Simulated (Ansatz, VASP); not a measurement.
Two plane-wave programs on VN

```
V N
1.0
     0.00000    2.06246    2.06246
     2.06246    0.00000    2.06246
     2.06246    2.06246    0.00000
V N
1 1
Direct
  0.00000 0.00000 0.00000
  0.50000 0.50000 0.50000
```

Alike in both runs: task single point; functional PBE; k mesh 6 × 6 × 6; collinear spin.

```csv
,VASP,Ansatz
version,VASP 6.6.1,Ansatz 0.2.0
potentials or method,"VASP PAW PBE potentials, release 64 (V_sv, N), cutoff 600 eV","scalar-relativistic, plane waves, PAW"
occupations,"fermi-dirac, width 0.0861733 eV",fermi-dirac
valence electrons in the cell,18,18
```

|  | VASP | Ansatz | Ansatz less VASP |
| --- | --- | --- | --- |
| gap on the k mesh at the Fermi level (eV) | none | none | - |
| pressure (GPa) | 0.2 | -0.5 | -0.71 |
| net moment per atom (μB) | 0.18 | 0.17 | -0.001 |
| size of the moment on the site where the two differ most (μB) | 0.34 | 0.29 | -0.055 |

Site moments also hang on the region over which each program counts them. A gap of «none» marks a metal or a gap that the smearing closes.

The k mesh is coarse, so the values compare programs but aren't converged.
